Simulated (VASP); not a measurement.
# SnO2 (P-1) in VASP: a series of runs, part 2 of 2

VASP 6.6.1. The steps go on from the part before.

## (4) Single point, PBE+D3(BJ) (mode 4 frozen in at -0.440 Å and mode 5 at -0.109 Å (largest displacements))

INCAR

```
PREC = Accurate
ENCUT = 520
EDIFF = 1E-7
ISMEAR = 0
SIGMA = 0.05
LREAL = F
LASPH = T
NELM = 100
ALGO = Normal
ISIF = 2
LWAVE = F
LCHARG = F
GGA = PE
IVDW = 12
NBANDS = 35
```

KPOINTS

```
regular mesh
0
Gamma
  8 6 6
```

POSCAR

```
SnO2
1.0
    1.6186264610     -2.8035432689      0.0000000000
    1.6186264610      0.9345144230      4.2918257460
   -4.8558793830     -2.8035432689      0.0000000000
Sn O
2 4
Direct
    0.5336087425      0.3975445496     -0.0313574457
   -0.0336087425      0.6024554504      0.5313574457
    0.4840600750      0.7689116785      0.7962000588
    1.0159399250      0.6926884373      0.1909999798
    0.4840600750      0.3073115627      0.3090000202
    1.0159399250      0.2310883215      0.7037999412
```

Potentials or basis: VASP PAW PBE potentials, release 64 (Sn_d, O).

Run with:

```bash
$ cat potpaw_PBE.64/Sn_d/POTCAR potpaw_PBE.64/O/POTCAR > POTCAR
$ mpirun -np 1 vasp_std > vasp.out
```

OUTCAR:

```text
PREC = Accurate
   ENCUT = 520
   EDIFF = 1E-7
   ISMEAR = 0
   LREAL = F
   LASPH = T
   NELM = 100
   ISIF = 2
   GGA = PE
   IVDW = 12
 IVDW          = 12

 ion  position               nearest neighbor table
   1  0.534  0.398  0.969-   6 2.08   5 2.12   4 2.13   6 2.17   4 2.21   3 2.31   3 2.71   2 3.23
                             2 3.28   2 3.44   2 3.49
   2  0.966  0.602  0.531-   3 2.08   4 2.12   5 2.13   3 2.17   5 2.21   6 2.31   6 2.71   1 3.23
                             1 3.28   1 3.44   1 3.49
   3  0.484  0.769  0.796-   2 2.08   2 2.17   1 2.31   1 2.71
[... 1130 lines left out ...]
  -------------------------------------------------------------------------------------
  Total      -2.16352    -1.98797    -4.64553    -0.45874     0.01718    -0.20555
  in kB     -44.49539   -40.88497   -95.54101    -9.43448     0.35340    -4.22743
  external pressure =      -60.31 kB  Pullay stress =        0.00 kB

 VOLUME and BASIS-vectors are now :
 -----------------------------------------------------------------------------
  energy-cutoff  :      520.00
  volume of cell :       77.90
      direct lattice vectors                 reciprocal lattice vectors
     1.618626461 -2.803543269  0.000000000     0.154451942 -0.267518611  0.000000000
     1.618626461  0.934514423  4.291825746     0.000000000  0.000000000  0.233001072
    -4.855879383 -2.803543269  0.000000000    -0.154451942 -0.089172870  0.077667024

 POSITION                                       TOTAL-FORCE (eV/Angst)
 -----------------------------------------------------------------------------------
     -3.19642     -3.84012      1.70619        -1.149987      0.563947      0.929182
     -0.04083     -3.63600      2.58563         1.149987     -0.563947     -0.929182
     -1.83816     -2.87071      3.30003         0.453426      0.235218      0.037952
      0.21953      0.06716      2.97290        -0.323842      0.079471     -0.408600
     -0.21953     -1.93619      1.31893         0.323842     -0.079471      0.408600
     -3.01772     -1.80187      0.99179        -0.453426     -0.235218     -0.037952
 -----------------------------------------------------------------------------------
    total drift:                               -0.000000      0.000000      0.000000

  FREE ENERGIE OF THE ION-ELECTRON SYSTEM (eV)
  ---------------------------------------------------
  free  energy   TOTEN  =       -36.9368721263 eV

  energy  without entropy=      -36.9368721263  energy(sigma->0) =      -36.93687213
```

OSZICAR:

```text
N       E                     dE             d eps       ncg     rms          rms(c)
DAV:   1     0.640982175515E+03    0.64098E+03   -0.25983E+04 11506   0.231E+03
DAV:   2     0.628585549626E+02   -0.57812E+03   -0.54549E+03 11139   0.616E+02
DAV:   3    -0.364127031340E+02   -0.99271E+02   -0.97205E+02 11427   0.209E+02
DAV:   4    -0.415634603967E+02   -0.51508E+01   -0.51121E+01 12738   0.523E+01
DAV:   5    -0.416882090737E+02   -0.12475E+00   -0.12459E+00 12158   0.872E+00    0.148E+01
DAV:   6    -0.357020545187E+02    0.59862E+01   -0.16933E+01 16768   0.678E+01    0.577E+00
DAV:   7    -0.357781516655E+02   -0.76097E-01   -0.21922E+00 11146   0.869E+00    0.302E+00
DAV:   8    -0.357396701379E+02    0.38482E-01   -0.25746E-01 14670   0.392E+00    0.828E-01
DAV:   9    -0.357288392850E+02    0.10831E-01   -0.33384E-02 16348   0.263E+00    0.164E-01
DAV:  10    -0.357298215825E+02   -0.98230E-03   -0.68207E-03 11183   0.543E-01    0.119E-01
DAV:  11    -0.357303492666E+02   -0.52768E-03   -0.10351E-03 13563   0.319E-01    0.455E-02
DAV:  12    -0.357303444701E+02    0.47965E-05   -0.15114E-04 15381   0.120E-01    0.142E-02
DAV:  13    -0.357303569668E+02   -0.12497E-04   -0.45129E-05 12295   0.461E-02    0.567E-03
DAV:  14    -0.357303565388E+02    0.42803E-06   -0.16278E-06 13244   0.990E-03    0.206E-03
DAV:  15    -0.357303566711E+02   -0.13229E-06   -0.68725E-07  9767   0.668E-03    0.435E-04
DAV:  16    -0.357303566817E+02   -0.10620E-07   -0.48269E-08  9205   0.168E-03
   1 F= -.36936872E+02 E0= -.36936872E+02  d E =-.742402E-12
```

Run time: 7 min. Hardware: 1 thread of Oxide Virtual Turin-like, shared host; peak memory 0.39 GiB.

What came out:

```yaml
Free_energy: -36.9369 eV
Pressure: -6.0 GPa
Largest_force: 1.582 eV/Å
Band_gap_on_the_k_mesh: 0.49 eV, indirect (least direct gap 0.63 eV)
Dispersion_energy_per_atom: -0.201 eV
```

Forces on the atoms (eV/Å):
```
Sn  -1.150  0.564  0.929
Sn   1.150 -0.564 -0.929
O    0.453  0.235  0.038
O   -0.324  0.079 -0.409
O    0.324 -0.079  0.409
O   -0.453 -0.235 -0.038
```

Stress tensor (GPa, compression positive):
```
-4.45 -0.94 -0.42
-0.94 -4.09  0.04
-0.42  0.04 -9.55
```

Caveat: the cell differs from its parent crystal (mode 4 frozen in at -0.440 Å and mode 5 at -0.109 Å (largest displacements)); spin-orbit coupling is left out, which moves the levels of the heavy elements; forces of over 1 eV/Å act on the atoms, so gaps and moduli don't describe the material at rest. A k mesh can miss the band edges.

## (5) Single point, PBE+D3(BJ) (mode 4 frozen in at -0.352 Å and mode 5 at -0.136 Å (largest displacements))

INCAR

```
PREC = Accurate ; ENCUT = 520
EDIFF = 1E-6 ; ISMEAR = 0
SIGMA = 0.05 ; LREAL = F
LASPH = T ; NELM = 100
ALGO = Normal ; ISIF = 2
LWAVE = F ; LCHARG = F
GGA = PE ; IVDW = 12
NBANDS = 35
```

KPOINTS is that of step 4.

POSCAR

```
SnO2
1.0
    1.6186264610     -2.8035432689      0.0000000000
    1.6186264610      0.9345144230      4.2918257460
   -4.8558793830     -2.8035432689      0.0000000000
Sn O
2 4
Direct
    0.5420109282      0.4180356397     -0.0250859565
   -0.0420109282      0.5819643603      0.5250859565
    0.4800750937      0.7612893544      0.7856800509
    1.0199249063      0.7003107614      0.2015199877
    0.4800750937      0.2996892386      0.2984800123
    1.0199249063      0.2387106456      0.7143199491
```

Potentials or basis: VASP PAW PBE potentials, release 64 (Sn_d, O).

Run with:

```bash
$ cat potpaw_PBE.64/Sn_d/POTCAR potpaw_PBE.64/O/POTCAR > POTCAR
$ mpirun -np 1 vasp_std > vasp.out
```

OUTCAR:

```text
PREC = Accurate
   ENCUT = 520
   EDIFF = 1E-6
   ISMEAR = 0
   LREAL = F
   LASPH = T
   NELM = 100
   ISIF = 2
   GGA = PE
   IVDW = 12
 IVDW          = 12

 ion  position               nearest neighbor table
   1  0.542  0.418  0.975-   6 2.06   4 2.10   5 2.11   6 2.17   4 2.21   3 2.26   3 2.83   2 3.17
                             2 3.21   2 3.43   2 3.47
   2  0.958  0.582  0.525-   3 2.06   5 2.10   4 2.11   3 2.17   5 2.21   6 2.26   6 2.83   1 3.17
                             1 3.21   1 3.43   1 3.47
   3  0.480  0.761  0.786-   2 2.06   2 2.17   1 2.26   1 2.83
[... 1130 lines left out ...]
  -------------------------------------------------------------------------------------
  Total      -1.10687    -1.30112    -2.92583    -0.26379    -0.20242    -0.39572
  in kB     -22.76423   -26.75911   -60.17326    -5.42515    -4.16309    -8.13857
  external pressure =      -36.57 kB  Pullay stress =        0.00 kB

 VOLUME and BASIS-vectors are now :
 -----------------------------------------------------------------------------
  energy-cutoff  :      520.00
  volume of cell :       77.90
      direct lattice vectors                 reciprocal lattice vectors
     1.618626461 -2.803543269  0.000000000     0.154451942 -0.267518611  0.000000000
     1.618626461  0.934514423  4.291825746     0.000000000  0.000000000  0.233001072
    -4.855879383 -2.803543269  0.000000000    -0.154451942 -0.089172870  0.077667024

 POSITION                                       TOTAL-FORCE (eV/Angst)
 -----------------------------------------------------------------------------------
     -3.18011     -3.86210      1.79414        -1.085691      0.998223      0.702751
     -0.05714     -3.61401      2.49769         1.085691     -0.998223     -0.702751
     -1.80586     -2.83716      3.26732         0.221619      0.107989      0.008018
      0.18724      0.03362      3.00561        -0.288421      0.108938     -0.189975
     -0.18724     -1.90265      1.28621         0.288421     -0.108938      0.189975
     -3.05002     -1.83541      1.02450        -0.221619     -0.107989     -0.008018
 -----------------------------------------------------------------------------------
    total drift:                                0.000000      0.000000      0.000000

  FREE ENERGIE OF THE ION-ELECTRON SYSTEM (eV)
  ---------------------------------------------------
  free  energy   TOTEN  =       -37.0349688693 eV

  energy  without entropy=      -37.0349688693  energy(sigma->0) =      -37.03496887
```

Wall time 8.3 min (1 thread of Oxide Virtual Turin-like, shared host); peak memory 0.38 GiB.

What came out:

```
Free energy                : -37.0350 eV
Pressure                   : -3.7 GPa
Largest force              : 1.634 eV/Å
Band gap on the k mesh     : 0.72 eV, indirect (least direct gap 0.83 eV)
Dispersion energy per atom : -0.201 eV
```

Forces on the atoms (eV/Å):
```
Sn  -1.086  0.998  0.703
Sn   1.086 -0.998 -0.703
O    0.222  0.108  0.008
O   -0.288  0.109 -0.190
O    0.288 -0.109  0.190
O   -0.222 -0.108 -0.008
```

Stress tensor (GPa, compression positive):
```
-2.28 -0.54 -0.81
-0.54 -2.68 -0.42
-0.81 -0.42 -6.02
```

Levels at points of the mesh, in eV from the valence-band top:
```tsv
k point	band 23	band 24	band 25	band 26	band 27	band 28	band 29	band 30
(0.00, 0.00, 0.00)	-1.10	-0.83	-0.71	-0.11	0.72	3.63	5.49	6.74
(0.50, 0.00, 0.00)	-1.40	-1.08	-0.44	-0.32	4.29	4.61	7.64	7.67
(0.00, 0.50, 0.00)	-1.29	-1.22	-1.14	-0.73	2.95	4.02	5.83	7.50
(0.50, 0.50, 0.00)	-1.24	-1.17	-0.48	-0.32	4.72	4.87	7.37	7.63
(0.00, 0.00, 0.50)	-1.35	-0.76	-0.72	0.00	2.95	3.47	6.34	6.90
(0.50, 0.00, 0.50)	-1.34	-1.31	-1.11	-0.90	4.24	4.27	7.15	7.47
(0.00, 0.50, 0.50)	-1.45	-0.87	-0.66	-0.61	3.48	4.02	6.60	6.90
(0.50, 0.50, 0.50)	-0.81	-0.79	-0.41	-0.33	3.90	4.15	5.86	6.05
```

Caveat: the cell differs from its parent crystal (mode 4 frozen in at -0.352 Å and mode 5 at -0.136 Å (largest displacements)); spin-orbit coupling is left out, which moves the levels of the heavy elements; forces of over 1 eV/Å act on the atoms, so gaps and moduli don't describe the material at rest. A k mesh can miss the band edges.

## (6) Single point, PBE+D3(BJ) (mode 4 frozen in at -0.352 Å and mode 5 at -0.082 Å (largest displacements))

INCAR

```
SYSTEM = SnO2
ALGO     = Normal         ! electronic algorithm
EDIFF    = 1E-6           ! SCF threshold, eV
ENCUT    = 520            ! plane-wave cutoff, eV
GGA      = PE             ! functional
ISIF     = 2              ! what is computed and relaxed
ISMEAR   = 0              ! smearing method
IVDW     = 12             ! dispersion correction
LASPH    = .TRUE.         ! aspherical terms in the spheres
LCHARG   = .FALSE.        ! write CHGCAR
LREAL    = .FALSE.        ! projectors in reciprocal space
LWAVE    = .FALSE.        ! write WAVECAR
NBANDS   = 35             ! bands
NELM     = 80             ! most SCF steps
PREC     = Accurate       ! precision mode
SIGMA    = 0.05           ! smearing width, eV
```

KPOINTS

```
k-points
0
G
  8 6 6
  0 0 0
```

POSCAR

```
SnO2
1.0
    1.6186264610     -2.8035432689      0.0000000000
    1.6186264610      0.9345144230      4.2918257460
   -4.8558793830     -2.8035432689      0.0000000000
Sn O
2 4
Direct
    0.5252065569      0.4180356397     -0.0250859565
   -0.0252065569      0.5819643603      0.5250859565
    0.4880450562      0.7612893544      0.7856800509
    1.0119549438      0.7003107614      0.2015199877
    0.4880450562      0.2996892386      0.2984800123
    1.0119549438      0.2387106456      0.7143199491
```

Potentials or basis: VASP PAW PBE potentials, release 64 (Sn_d, O).

Run with:

```bash
$ cat potpaw_PBE.64/Sn_d/POTCAR potpaw_PBE.64/O/POTCAR > POTCAR
$ mpirun -np 1 vasp_std > vasp.out
```

Run time: 7.1 min. Hardware: 1 thread of Oxide Virtual Turin-like, shared host; peak memory 0.38 GiB.

The run converged. Its results:

```yaml
Free_energy: -37.1682 eV
Pressure: -4.0 GPa
Largest_force: 1.187 eV/Å
Band_gap_on_the_k_mesh: 0.78 eV, indirect (least direct gap 0.90 eV)
Dispersion_energy_per_atom: -0.201 eV
```

Forces in eV/Å, atoms in the order of the input:
```
Sn  -0.766  0.535  0.733
Sn   0.766 -0.535 -0.733
O    0.271  0.141 -0.025
O   -0.188  0.058 -0.240
O    0.188 -0.058  0.240
O   -0.271 -0.141  0.025
```

Stress tensor (GPa, compression positive):
```
-2.88 -0.70 -0.46
-0.70 -2.70 -0.24
-0.46 -0.24 -6.56
```

Levels at points of the mesh, in eV from the valence-band top:
```tsv
k point	band 22	band 23	band 24	band 25	band 26	band 27	band 28	band 29	band 30	band 31
(0.00, 0.00, 0.00)	-1.37	-1.07	-0.77	-0.70	-0.12	0.78	3.67	5.54	6.82	9.19
(0.50, 0.00, 0.00)	-2.90	-1.31	-1.12	-0.39	-0.31	4.41	4.60	7.70	7.73	9.15
(0.00, 0.50, 0.00)	-1.98	-1.24	-1.19	-1.05	-0.77	3.02	4.08	5.89	7.59	8.70
(0.50, 0.50, 0.00)	-2.24	-1.20	-1.16	-0.42	-0.33	4.82	4.91	7.48	7.66	8.48
(0.00, 0.00, 0.50)	-1.99	-1.31	-0.76	-0.67	0.00	3.01	3.52	6.40	6.95	8.02
(0.50, 0.00, 0.50)	-2.49	-1.28	-1.27	-1.06	-0.93	4.30	4.32	7.26	7.45	9.29
(0.00, 0.50, 0.50)	-1.96	-1.41	-0.79	-0.64	-0.63	3.53	4.09	6.67	6.96	8.17
(0.50, 0.50, 0.50)	-1.42	-0.78	-0.76	-0.37	-0.32	4.01	4.17	5.94	6.06	9.41
```

Caveat: the cell differs from its parent crystal (mode 4 frozen in at -0.352 Å and mode 5 at -0.082 Å (largest displacements)); spin-orbit coupling is left out, which moves the levels of the heavy elements; forces of over 1 eV/Å act on the atoms, so gaps and moduli don't describe the material at rest. A k mesh can miss the band edges.
